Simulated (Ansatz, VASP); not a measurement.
NbB2: VASP beside Ansatz

```
Nb B
1.0
     3.07426    0.00000    0.00000
    -1.53713    2.66239    0.00000
     0.00000    0.00000    3.27849
Nb B
1 2
Direct
  0.00000 0.00000 0.00000
  0.33333 0.66667 0.50000
  0.66667 0.33333 0.50000
```

Alike in both runs: functional LDA; k mesh 18 × 18 × 14; occupations fermi-dirac, width 0.15 eV; no spin polarisation.

Ansatz relaxed the structure, and its values are those at the end. VASP's run is a single point on that final structure, the one shown.

```csv
,VASP,Ansatz
version,VASP 6.6.1,Ansatz 0.2.0
potentials or method,"VASP PAW LDA potentials, release 64 (Nb_sv, B), cutoff 520 eV","scalar-relativistic, plane waves, PAW"
valence electrons in the cell,19,19
```

```csv
,VASP,Ansatz,Ansatz less VASP
gap on the k mesh at the Fermi level (eV),none,none,-
pressure (GPa),0.1,0.0,-0.06
```

LDA's correlation is that of Perdew and Zunger in VASP and of Perdew and Wang (1992) in Ansatz. A gap of «none» marks a metal or a gap that the smearing closes.
